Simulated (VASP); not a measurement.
Wanted: the native input for a VASP 6.6.1 run.

```
Task                   : relaxation of cell and atoms
Functional             : PBE
Potentials or basis    : VASP PAW PBE potentials, release 64 (Ba_sv, Te)
Cutoff                 : 600 eV
k mesh                 : 4 × 4 × 4
Occupations            : gaussian, width 0.1 eV
Spin                   : no spin polarisation
Dipole correction      : no
Further INCAR settings : ALGO = Fast; EDIFF = 1e-06; IBRION = 2; EDIFFG = -0.04; NSW = 90; ISIF = 3
```

The structure of Ba4Te3 lies in POSCAR:

```
Ba4Te3
1.0
    6.2471526800      0.0000000000      0.0000000000
    0.0000000000      6.2471526800      0.0000000000
    0.0000000000      0.0000000000      6.2471526800
Ba Te
4 3
Direct
    0.5000000000      0.5000000000      0.5000000000
    0.0000000000      0.5000000000      0.5000000000
    0.5000000000      0.0000000000      0.5000000000
    0.5000000000      0.5000000000      0.0000000000
    0.5000000000      0.0000000000      0.0000000000
    0.0000000000      0.5000000000      0.0000000000
    0.0000000000      0.0000000000      0.5000000000
```

The cell was generated, and may not be a known phase.

The input as run:

INCAR

```
SYSTEM = Ba4Te3
PREC     = Accurate       ! precision mode
ENCUT    = 600            ! plane-wave cutoff, eV
EDIFF    = 1E-6           ! SCF threshold, eV
ISMEAR   = 0              ! smearing method
SIGMA    = 0.1            ! smearing width, eV
LREAL    = .FALSE.        ! projectors in reciprocal space
LASPH    = .TRUE.         ! aspherical terms in the spheres
NELM     = 80             ! most SCF steps
ALGO     = Fast           ! electronic algorithm
ISIF     = 3              ! what is computed and relaxed
LWAVE    = .FALSE.        ! write WAVECAR
LCHARG   = .FALSE.        ! write CHGCAR
GGA      = PE             ! functional
IBRION   = 2              ! ionic algorithm
NSW      = 90             ! ionic steps
EDIFFG   = -0.04          ! ionic threshold
```

KPOINTS

```
regular mesh
0
G
  4 4 4
  0 0 0
```

Potentials or basis: VASP PAW PBE potentials, release 64 (Ba_sv, Te).

Run with:

```bash
$ cat potpaw_PBE.64/Ba_sv/POTCAR potpaw_PBE.64/Te/POTCAR > POTCAR
$ mpirun -np 1 vasp_std > vasp.out
```

It gave:

```yaml
Relaxed_volume: 50.25 Å³/atom
Relaxed_cell: a = 7.059 Å, b = 7.059 Å, c = 7.059 Å, α = 90.00°, β = 90.00°, γ = 90.00°
Space_group_after_relaxing_to_0.1_Å: Pm-3m (No. 221)
Energy_gained_by_relaxing: 460.8 meV/atom
Ionic_steps: 3
Pressure_after_relaxing: 0.0 GPa
```

Caveat: the volume moved by over 15 % at a fixed basis, so the end points are rough; the highest band is partly filled, so the run has too few bands.

It took 10 min on 1 thread of Oxide Virtual Turin-like Processor, on a shared host, peak memory 0.38 GiB.
